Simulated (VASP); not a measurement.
# Ge (Fd-3m) in VASP: single point with r2SCAN

Aim: the single point of Ge with r2SCAN.

Program: VASP 6.6.1. These are calculated values, not measurements. Logs are shortened: lines on timing, memory, paths and dates and some standing lists are left out, and cuts for length are marked.

**1. The cell of the first run**

It takes space group Fd-3m (No. 227, cubic). Conventional cell: a = 5.675 Å, b = 5.675 Å, c = 5.675 Å, α = 90.00°, β = 90.00°, γ = 90.00°. Ge (site symmetry -43m) has 4 Ge at 2.46 Å within 3.2 Å.

**2. Single point, r2SCAN**

File POSCAR:

```
Ge
1.0
    5.6745170669      0.0000000000      0.0000000000
    0.0000000000      5.6745170669      0.0000000000
    0.0000000000      0.0000000000      5.6745170669
Ge
8
Direct
    0.0000000000      0.0000000000      0.0000000000
    0.0000000000      0.5000000000      0.5000000000
    0.5000000000      0.0000000000      0.5000000000
    0.5000000000      0.5000000000      0.0000000000
    0.2500000000      0.2500000000      0.2500000000
    0.2500000000      0.7500000000      0.7500000000
    0.7500000000      0.2500000000      0.7500000000
    0.7500000000      0.7500000000      0.2500000000
```

File INCAR.step1:

```
SYSTEM = Ge
PREC     = Accurate       ! precision mode
ENCUT    = 520            ! plane-wave cutoff, eV
ISMEAR   = 0              ! smearing method
SIGMA    = 0.02           ! smearing width, eV
LREAL    = .FALSE.        ! projectors in reciprocal space
LASPH    = .TRUE.         ! aspherical terms in the spheres
NELM     = 80             ! most SCF steps
NBANDS   = 66             ! bands
GGA      = PE             ! functional
ALGO     = Normal         ! electronic algorithm
EDIFF    = 1E-4           ! SCF threshold, eV
LWAVE    = .TRUE.         ! write WAVECAR
LCHARG   = .FALSE.        ! write CHGCAR
```

File INCAR.step2:

```
SYSTEM = Ge
PREC     = Accurate       ! precision mode
ENCUT    = 520            ! plane-wave cutoff, eV
EDIFF    = 1E-7           ! SCF threshold, eV
ISMEAR   = 0              ! smearing method
SIGMA    = 0.02           ! smearing width, eV
LREAL    = .FALSE.        ! projectors in reciprocal space
LASPH    = .TRUE.         ! aspherical terms in the spheres
NELM     = 80             ! most SCF steps
ALGO     = Normal         ! electronic algorithm
ISIF     = 2              ! what is computed and relaxed
LWAVE    = .FALSE.        ! write WAVECAR
LCHARG   = .FALSE.        ! write CHGCAR
METAGGA  = R2SCAN         ! meta-GGA
LMIXTAU  = .TRUE.       
NBANDS   = 66             ! bands
ISTART   = 1
```

File KPOINTS:

```
Automatic mesh
0
G
  6 6 6
  0 0 0
```

Potentials or basis: VASP PAW PBE potentials, release 64 (Ge_d).

The run is started by

```
$ cat potpaw_PBE.64/Ge_d/POTCAR > POTCAR
$ cp INCAR.step1 INCAR
$ mpirun -np 1 vasp_std > vasp.out
$ cp INCAR.step2 INCAR
$ mpirun -np 1 vasp_std > vasp.out
```

OUTCAR:

```text
SYSTEM = Ge
   PREC = Accurate
   ENCUT = 520
   EDIFF = 1E-7
   ISMEAR = 0
   LREAL = .FALSE.
   LASPH = .TRUE.
   NELM = 80
   ISIF = 2
   METAGGA = R2SCAN
   ISTART = 1

 ion  position               nearest neighbor table
   1  0.000  0.000  0.000-   5 2.46   6 2.46   7 2.46   8 2.46
   2  0.000  0.500  0.500-   5 2.46   6 2.46   7 2.46   8 2.46
   3  0.500  0.000  0.500-   5 2.46   6 2.46   7 2.46   8 2.46
   4  0.500  0.500  0.000-   5 2.46   6 2.46   7 2.46   8 2.46
   5  0.250  0.250  0.250-   1 2.46   2 2.46   3 2.46   4 2.46
   6  0.250  0.750  0.750-   1 2.46   2 2.46   3 2.46   4 2.46
   7  0.750  0.250  0.750-   1 2.46   2 2.46   3 2.46   4 2.46
   8  0.750  0.750  0.250-   1 2.46   2 2.46   3 2.46   4 2.46

  LATTYP: Found a simple cubic cell.
 ALAT       =     5.6745170669

  Lattice vectors:

 A1 = (   5.6745170669,   0.0000000000,   0.0000000000)
 A2 = (   0.0000000000,   5.6745170669,   0.0000000000)
 A3 = (   0.0000000000,   0.0000000000,   5.6745170669)

Analysis of symmetry for initial positions (statically):
=====================================================================
 Subroutine PRICEL returns following result:

  LATTYP: Found a face centered cubic cell.
 ALAT       =     5.6745170669

  Lattice vectors:

 A1 = (   2.8372585335,  -2.8372585335,   0.0000000000)
 A2 = (   2.8372585335,   0.0000000000,   2.8372585334)
 A3 = (   0.0000000000,  -2.8372585335,   2.8372585335)

   4 primitive cells build up your supercell.

 Routine SETGRP: Setting up the symmetry group for a
 simple cubic supercell.

 Subroutine GETGRP returns: Found 48 space group operations
 (whereof 24 operations were pure point group operations)
 out of a pool of 48 trial point group operations.

The static configuration has the point symmetry T_d .
 The point group associated with its full space group is O_h .

Analysis of symmetry for dynamics (positions and initial velocities):
=====================================================================
 Subroutine PRICEL returns following result:

  LATTYP: Found a face centered cubic cell.
 ALAT       =     5.6745170669

  Lattice vectors:

 A1 = (   2.8372585335,  -2.8372585335,   0.0000000000)
 A2 = (   2.8372585335,   0.0000000000,   2.8372585334)
 A3 = (   0.0000000000,  -2.8372585335,   2.8372585335)

   4 primitive cells build up your supercell.

 Routine SETGRP: Setting up the symmetry group for a
 simple cubic supercell.

 Subroutine GETGRP returns: Found 48 space group operations
 (whereof 24 operations were pure point group operations)
 out of a pool of 48 trial point group operations.

The dynamic configuration has the point symmetry T_d .
 The point group associated with its full space group is O_h .

 Subroutine INISYM returns: Found 48 space group operations
 (whereof 24 operations are pure point group operations),
 and found     4 'primitive' translations

----------------------------------------------------------------------------------------

                                     Primitive cell

  volume of cell :      45.6801

  direct lattice vectors                    reciprocal lattice vectors
     2.837258533 -2.837258533  0.000000000     0.176226450 -0.176226450 -0.176226450
     2.837258533  0.000000000  2.837258533     0.176226450  0.176226450  0.176226450
     0.000000000 -2.837258533  2.837258533    -0.176226450 -0.176226450  0.176226450

  length of vectors
     4.012489498  4.012489498  4.012489498     0.305233166  0.305233166  0.305233166

  position of ions in fractional coordinates (direct lattice)
     0.000000000  0.000000000  0.000000000
     0.750000000  0.750000000  0.750000000

  ion indices of the primitive-cell ions
   primitive index   ion index
                 1           1
                 2           5

----------------------------------------------------------------------------------------

 KPOINTS: Automatic mesh

Automatic generation of k-mesh.
 Grid dimensions read from file:
 generate k-points for:    6    6    6

 Generating k-lattice:

  Cartesian coordinates                     Fractional coordinates (reciprocal lattice)
     0.029371075  0.000000000  0.000000000     0.166666667  0.000000000  0.000000000
     0.000000000  0.029371075  0.000000000     0.000000000  0.166666667  0.000000000
     0.000000000  0.000000000  0.029371075     0.000000000  0.000000000  0.166666667

  Length of vectors
     0.029371075  0.029371075  0.029371075

  Shift w.r.t. Gamma in fractional coordinates (k-lattice)
     0.000000000  0.000000000  0.000000000

 Subroutine IBZKPT returns following result:
 ===========================================

 Found     20 irreducible k-points:

 Following reciprocal coordinates:
            Coordinates               Weight
  0.000000  0.000000  0.000000      1.000000
  0.166667  0.000000  0.000000      6.000000
  0.333333  0.000000  0.000000      6.000000
  0.500000  0.000000  0.000000      3.000000
  0.166667  0.166667  0.000000     12.000000
  0.333333  0.166667  0.000000     24.000000
[... 12 lines left out ...]
  0.500000  0.500000  0.333333      6.000000
  0.500000  0.500000  0.500000      1.000000
   k-points           NKPTS =     20   k-points in BZ     NKDIM =     20   number of bands    NBANDS=     66
   number of dos      NEDOS =    301   number of ions     NIONS =      8
   total plane-waves  NPLWV =  74088
   dimension x,y,z NGX =    42 NGY =   42 NGZ =   42
   dimension x,y,z NGXF=    84 NGYF=   84 NGZF=   84
   ions per type =               8
   NGX,Y,Z   is equivalent  to a cutoff of  12.30, 12.30, 12.30 a.u.
   NGXF,Y,Z  is equivalent  to a cutoff of  24.61, 24.61, 24.61 a.u.
 SYSTEM =  Ge
   PREC   = accura    normal or accurate (medium, high low for compatibility)
   ISTART =      1    job   : 0-new  1-cont  2-samecut
   ICHARG =      0    charge: 1-file 2-atom 10-const
   ISPIN  =      1    spin polarized calculation?
   LNONCOLLINEAR =      F non collinear calculations
   LSORBIT =      F    spin-orbit coupling
   LASPH  =      T    aspherical Exc in radial PAW
   ENCUT  =  520.0 eV  38.22 Ry    6.18 a.u.  10.55 10.55 10.55*2*pi/ulx,y,z
   NELM   =     80;   NELMIN=  2; NELMDL=  0     # of ELM steps
   EDIFF  = 0.1E-06   stopping-criterion for ELM
   LREAL  =      F    real-space projection
   EDIFFG = 0.1E-05   stopping-criterion for IOM
   NSW    =      0    number of steps for IOM
   IBRION =     -1    ionic relax: 0-MD 1-quasi-New 2-CG
   NFREE  =      0    steps in history (QN), initial steepest desc. (CG)
   ISIF   =      2    stress and relaxation
   ISYM   =      2    0-nonsym 1-usesym 2-fastsym
   POTIM  = 0.5000    time-step for ionic-motion
   TEBEG  =    0.0;   TEEND  =   0.0 temperature during run
   PSTRESS=    0.0 pullay stress
   NELECT =     112.0000    total number of electrons
   NUPDOWN=      -1.0000    fix difference up-down
   EMIN   =  10.00;   EMAX   =-10.00  energy-range for DOS
   EFERMI =   0.00;   METHOD = LEGACY
   ISMEAR =     0;   SIGMA  =   0.02  broadening in eV -4-tet -1-fermi 0-gaus
   EFERMI_NEDOS =   21; number of points for ismear=-14 and -15
   IALGO  =     38    algorithm
   IMIX   =      4    mixing-type and parameters
     AMIX     =   0.40;   BMIX     =  1.00
     AMIX_MAG =   1.60;   BMIX_MAG =  1.00
  volume/ion in A,a.u.               =      22.84       154.13
  Fermi-wavevector in a.u.,A,eV,Ry     =   1.390652  2.627952 26.312500  1.933914
  Thomas-Fermi vector in A             =   2.514567
   LORBIT       =      0    0 simple, 1 ext, 2 COOP (PROOUT), +10 PAW based schemes
   METAGGA = R2SCAN    functional components
   LHFCALC =     F    Hartree Fock is set to
   AEXX    =    0.0000 exact exchange contribution
   IVDW    =     0    specifies the selected vdW correction
   LEPSILON=     F    determine dielectric tensor
   LRPA    =     F    only Hartree local field effects (RPA)
 non-spin polarized calculation
 Gauss-broadening in eV      SIGMA  =   0.02
  energy-cutoff  :      520.00
  volume of cell :      182.72
 maximum number of plane-waves:      4950
   NGX = 21   NGY = 21   NGZ = 21

 number of electron     111.9999703 magnetization

 Free energy of the ion-electron system (eV)
  ---------------------------------------------------
  ext. energy  EPLUGINS =         0.00000000
  ---------------------------------------------------
  free energy    TOTEN  =      -110.97796378 eV

  energy without entropy =     -110.97796378  energy(sigma->0) =     -110.97796378

 E-fermi :   4.8359     XC(G=0): -10.7735

 val. band max:        4.7140142588   @ k =   0.0000   0.0000   0.0000
 cond. band min:       5.0331525789   @ k =   0.0000   0.0000   0.0000
 fundamental gap:      0.3191383200
 Fermi energy:         4.8358592888

 k-point     1 :       0.0000    0.0000    0.0000
  band No.  band energies     occupation
      1     -20.8026      2.00000
      2     -20.8026      2.00000
      3     -20.8026      2.00000
      4     -20.8026      2.00000
      5     -20.8026      2.00000
      6     -20.8026      2.00000
[... 58 lines left out ...]
     65       7.4244      0.00000
     66       7.4244      0.00000

 k-point     2 :       0.1667    0.0000    0.0000
  band No.  band energies     occupation
      1     -20.8068      2.00000
      2     -20.8068      2.00000
      3     -20.8068      2.00000
      4     -20.8068      2.00000
      5     -20.8006      2.00000
      6     -20.8006      2.00000
[... 58 lines left out ...]
     65       8.0608      0.00000
     66       8.0608      0.00000

 k-point     3 :       0.3333    0.0000    0.0000
  band No.  band energies     occupation
      1     -20.8138      2.00000
      2     -20.8138      2.00000
      3     -20.8138      2.00000
      4     -20.8138      2.00000
      5     -20.7949      2.00000
      6     -20.7949      2.00000
[... 1162 lines left out ...]
     65       8.9145      0.00000
     66       8.9145      0.00000

 k-point    20 :       0.5000    0.5000    0.5000
  band No.  band energies     occupation
      1     -20.7931      2.00000
      2     -20.7931      2.00000
      3     -20.7931      2.00000
      4     -20.7931      2.00000
      5     -20.7931      2.00000
      6     -20.7931      2.00000
[... 58 lines left out ...]
     65       8.7078      0.00000
     66       8.7078      0.00000

------------------------ aborting loop because EDIFF is reached ----------------------------------------

  FORCE on cell =-STRESS in cart. coord.  units (eV):
  Direction    XX          YY          ZZ          XY          YZ          ZX
  --------------------------------------------------------------------------------------
  -------------------------------------------------------------------------------------
  Total        0.0861157      0.0861157      0.0861157     -0.0000000     -0.0000000     -0.0000000
  in kB        0.7551029      0.7551029      0.7551029     -0.0000000     -0.0000000     -0.0000000
  external PRESSURE =       0.7551029 kB  Pullay stress =       0.0000000 kB

 VOLUME and BASIS-vectors are now :
 -----------------------------------------------------------------------------
  energy-cutoff  :      520.00
  volume of cell :      182.72
      direct lattice vectors                 reciprocal lattice vectors
     5.674517067  0.000000000  0.000000000     0.176226450  0.000000000  0.000000000
     0.000000000  5.674517067  0.000000000     0.000000000  0.176226450  0.000000000
     0.000000000  0.000000000  5.674517067     0.000000000  0.000000000  0.176226450

 POSITION                                       TOTAL-FORCE (eV/Angst)
 -----------------------------------------------------------------------------------
      0.00000      0.00000      0.00000         0.000000      0.000000     -0.000000
      0.00000      2.83726      2.83726         0.000000      0.000000      0.000000
      2.83726      0.00000      2.83726        -0.000000      0.000000     -0.000000
      2.83726      2.83726      0.00000        -0.000000      0.000000     -0.000000
      1.41863      1.41863      1.41863         0.000000      0.000000      0.000000
      1.41863      4.25589      4.25589         0.000000     -0.000000     -0.000000
      4.25589      1.41863      4.25589        -0.000000     -0.000000      0.000000
      4.25589      4.25589      1.41863        -0.000000     -0.000000     -0.000000
 -----------------------------------------------------------------------------------
    total drift:                                0.000000      0.000000     -0.000000

  FREE ENERGIE OF THE ION-ELECTRON SYSTEM (eV)
  ---------------------------------------------------
  free  energy   TOTEN  =      -110.9779637776 eV

  energy  without entropy=     -110.9779637776  energy(sigma->0) =     -110.97796378
```

Wall time 21 min (1 thread of Oxide Virtual Turin-like, shared host); peak memory 0.34 GiB.

Results:

- Free energy: -110.9780 eV
- Pressure: 0.1 GPa
- Band gap on the k mesh: 0.32 eV

Caveat: the PAW data sets were made with another functional, which shifts forces and pressure a little.
